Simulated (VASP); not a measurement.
Wanted: the native input for a VASP 6.6.1 run.

- Task: relaxation of shape and atoms at fixed volume
- Functional: PBE
- Potentials or basis: VASP PAW PBE potentials, release 64 (Zr_sv, B)
- Cutoff: 600 eV
- k mesh: 15 × 15 × 12
- Occupations: gaussian, width 0.1 eV
- Spin: no spin polarisation
- Dipole correction: no
- Further INCAR settings: ALGO = Normal; EDIFF = 1e-06; IBRION = 2; EDIFFG = -0.01; NSW = 50; ISIF = 4

The structure of ZrB2 lies in POSCAR:

```
ZrB2
1.0
    3.2025657025      0.0000000000      0.0000000000
   -1.6012828513      2.7735032557      0.0000000000
    0.0000000000      0.0000000000      3.5773721055
Zr B
1 2
Direct
    0.0000000000      0.0000000000      0.0000000000
    0.3333333333      0.6666666667      0.5000000000
    0.6666666667      0.3333333333      0.5000000000
```

The input as run:

INCAR

```
SYSTEM = ZrB2
  PREC = Accurate
  ENCUT = 600
  EDIFF = 1E-6
  ISMEAR = 0
  SIGMA = 0.1
  LREAL = .False.
  LASPH = .True.
  NELM = 60
  ALGO = Normal
  ISIF = 4
  LWAVE = .False.
  LCHARG = .False.
  GGA = PE
  IBRION = 2
  NSW = 50
  EDIFFG = -0.01
```

KPOINTS

```
regular mesh
0
Gamma
  15 15 12
  0 0 0
```

Potentials or basis: VASP PAW PBE potentials, release 64 (Zr_sv, B).

Run with:

```console
$ cat potpaw_PBE.64/Zr_sv/POTCAR potpaw_PBE.64/B/POTCAR > POTCAR
$ mpirun -np 1 vasp_std > vasp.out
```

It gave:

```json
{
 "Energy gained by relaxing": "0.0 meV/atom",
 "Ionic steps": "2",
 "Pressure after relaxing": "-6.5 GPa",
 "Band gap on the k mesh": "zero (bands 9 and 10 overlap by 0.99 eV)"
}
```

It took 3.7 min on 1 thread of Intel Xeon 8259CL, with other jobs on the host, peak memory 0.24 GiB.
